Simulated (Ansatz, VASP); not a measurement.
# One calculation of BN, two programs

Contents of INCAR:

```
SYSTEM = BN
  PREC = Accurate
  ENCUT = 520
  EDIFF = 1E-6
  ISMEAR = -1
  SIGMA = 0.03
  LREAL = .False.
  LASPH = .True.
  NELM = 60
  ALGO = Normal
  ISIF = 2
  LWAVE = .False.
  LCHARG = .True.
  GGA = PE
  LELF = .True.
  LVHAR = .True.
  NBANDS = 11
```

The input KPOINTS:

```
regular mesh
0
Gamma
  16 16 16
  0 0 0
```

POSCAR

```
BN
1.0
    0.0000000000      1.8243558602      1.8243558602
    1.8243558602      0.0000000000      1.8243558602
    1.8243558602      1.8243558602      0.0000000000
B N
1 1
Direct
    0.0000000000      0.0000000000      0.0000000000
    0.2500000000      0.2500000000      0.2500000000
```

Input for Ansatz:

```yaml
crystal:
  lattice:
    - [0.0, 1.8243558602, 1.8243558602]
    - [1.8243558602, 0.0, 1.8243558602]
    - [1.8243558602, 1.8243558602, 0.0]
  atoms:
    - { symbol: B, position: [0.0, 0.0, 0.0] }
    - { symbol: "N", position: [0.25, 0.25, 0.25] }
kpoints:
  mp_grid: { grid: [16, 16, 16] }
scf:
  occupations: { method: fermi_dirac, width: 0.03 }
hamiltonian:
  xc: pbe
  pseudopotentials: { kind: all_electron, lapw: { basis_error: 0.00025 } }
output:
  forces: true
  stress: true
  eigenvalues: true
```

Change from the starting cell: volume scaled by 1.02.

Alike in both runs: task single point; functional PBE; k mesh 16 × 16 × 16; occupations fermi-dirac, width 0.03 eV; no spin polarisation.

|  | VASP | Ansatz |
| --- | --- | --- |
| version | VASP 6.6.1 | Ansatz 0.2.0 |
| potentials or method | VASP PAW PBE potentials, release 64 (B, N), cutoff 520 eV | all-electron LAPW, scalar-relativistic |

```csv
,VASP,Ansatz,Ansatz less VASP
gap on the k mesh at the Fermi level (eV),4.43,4.44,+0.008
pressure (GPa),-6.9,-7.1,-0.20
```

Ansatz ran all-electron here, and VASP with PAW potentials.
